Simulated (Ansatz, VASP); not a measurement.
## CdS3: VASP beside Ansatz

```
Cd S
1.0
     4.20123    0.00000    0.00000
     0.00000    4.20123    0.00000
     0.00000    0.00000    4.20123
Cd S
1 3
Direct
  0.00000 0.00000 0.00000
  0.00000 0.50000 0.50000
  0.50000 0.00000 0.50000
  0.50000 0.50000 0.00000
```

Alike in both runs: functional PBE; k mesh 12 × 12 × 12; occupations gaussian, width 0.1 eV; no spin polarisation.

Ansatz relaxed the structure, and its values are those at the end. VASP's run is a single point on that final structure, the one shown.

|  | VASP | Ansatz |
| --- | --- | --- |
| version | VASP 6.6.1 | Ansatz 0.2.0 |
| potentials or method | VASP PAW PBE potentials, release 64 (Cd, S), cutoff 520 eV | scalar-relativistic, plane waves, PAW |
| valence electrons in the cell | 30 | 38 |

|  | VASP | Ansatz | Ansatz less VASP |
| --- | --- | --- | --- |
| gap on the k mesh at the Fermi level (eV) | none | none | - |
| pressure (GPa) | 0.2 | 0.0 | -0.20 |

A gap of «none» marks a metal or a gap that the smearing closes. VASP's potentials hold 30 valence electrons a cell and Ansatz's 38, so a difference there can come from the potentials and not from the codes.
